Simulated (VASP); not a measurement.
Input of a VASP 6.6.1 run:

The input INCAR:

```
SYSTEM = Be4H
PREC = Accurate ; ENCUT = 600
EDIFF = 1E-7 ; ISMEAR = 0
SIGMA = 0.1 ; LREAL = .False.
LASPH = .True. ; NELM = 60
ALGO = Normal ; ISIF = 3
LWAVE = .False. ; LCHARG = .False.
GGA = PE ; IBRION = 2
NSW = 90 ; EDIFFG = -0.04
```

KPOINTS

```
regular mesh
0
Gamma
  12 12 4
  0 0 0
```

The input POSCAR:

```
Be4H
1.0
    2.2773260400      0.0000000000      0.0000000000
   -1.1386630200      1.9722222000      0.0000000000
    0.0000000000      0.0000000000      7.3226994800
Be H
4 1
Direct
    0.3333333300      0.6666666700      0.8658552800
    0.3333333300      0.6666666700      0.3767953500
    0.6666666700      0.3333333300      0.1341447200
    0.6666666700      0.3333333300      0.6232046500
    0.0000000000      0.0000000000      0.0000000000
```

Potentials or basis: VASP PAW PBE potentials, release 64 (Be, H).

The run is started by

```console
$ cat potpaw_PBE.64/Be/POTCAR potpaw_PBE.64/H/POTCAR > POTCAR
$ mpirun -np 1 vasp_std > vasp.out
```

Problem. Predict the space group after relaxing (to 0.05 Å).

Solution. P-3m1 (No. 164).

Problem. What does it give for the relaxed volume?

Solution. 7.28 Å³/atom.

Final structure:
```
CELL_PARAMETERS angstrom
2.23876 0.00000 0.00000
-1.11938 1.93882 0.00000
0.00000 0.00000 8.38929
ATOMIC_POSITIONS crystal
Be 0.33333 0.66667 0.82818
Be 0.33333 0.66667 0.39118
Be 0.66667 0.33333 0.17182
Be 0.66667 0.33333 0.60882
H 0.00000 0.00000 0.00000
```
